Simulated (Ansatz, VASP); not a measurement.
# Two plane-wave programs on RbBr

```
Rb Br
1.0
     4.12608    0.00000    0.00000
     0.00000    4.12608    0.00000
     0.00000    0.00000    4.12608
Rb Br
1 1
Cartesian
  0.0000 0.0000 0.0000
  2.0630 2.0630 2.0630
```

Alike in both runs: task single point; functional r2SCAN; k mesh 6 × 6 × 6; occupations gaussian, width 0.02 eV; no spin polarisation.

|  | VASP | Ansatz |
| --- | --- | --- |
| version | VASP 6.6.1 | Ansatz 0.2.0 |
| potentials or method | VASP PAW PBE potentials, release 64 (Rb_sv, Br), cutoff 520 eV | scalar-relativistic, plane waves, PAW |
| valence electrons in the cell | 16 | 16 |

|  | VASP | Ansatz | Ansatz less VASP |
| --- | --- | --- | --- |
| gap on the k mesh at the Fermi level (eV) | 4.83 | 4.83 | -0.003 |
| least direct gap on the mesh (eV) | 4.99 | 4.98 | -0.003 |
| pressure (GPa) | 0.0 | 0.0 | -0.02 |

VASP's potentials were made for PBE, not for r2SCAN.
